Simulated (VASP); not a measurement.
K: single point with PBEsol

K:

```
K
1.0
    -2.61250    2.61250    2.61250
     2.61250   -2.61250    2.61250
     2.61250    2.61250   -2.61250
K
1
Cartesian
  0.0000 0.0000 0.0000
```

| Item | Value |
| --- | --- |
| Program | VASP 6.6.1 |
| Task | single point |
| Functional | PBEsol |
| Potentials or basis | VASP PAW PBE potentials, release 64 (K_sv) |
| Cutoff | 500 eV |
| k mesh | 6 × 6 × 6 |
| Occupations | gaussian, width 0.02 eV |
| Spin | no spin polarisation |
| Dipole correction | no |
| Further INCAR settings | ALGO = Normal; EDIFF = 1e-06; NBANDS = 10 |

```json
{
 "Pressure": "0.0 GPa",
 "Band gap on the k mesh": "zero (an odd number of electrons rules out a gap without spin polarisation)"
}
```

Levels at points of the mesh, in eV from the Fermi level:
```tsv
k point	band 2	band 3	band 4	band 5	band 6	band 7
(0.00, 0.00, 0.00)	-15.51	-15.51	-15.51	-2.23	4.30	4.30
(0.50, 0.00, 0.00)	-15.59	-15.54	-15.51	0.41	0.67	3.14
(0.50, 0.50, 0.50)	-15.56	-15.56	-15.56	1.63	1.63	3.52
```

Wall time 14 s on 1 thread of Intel(R) Xeon(R) Platinum 8259CL CPU @ 2.50GHz (Skylake/Cascade Lake), with other jobs on the host, peak memory 0.19 GiB.

Caveat: the PAW data sets were made with another functional, which shifts forces and pressure a little.
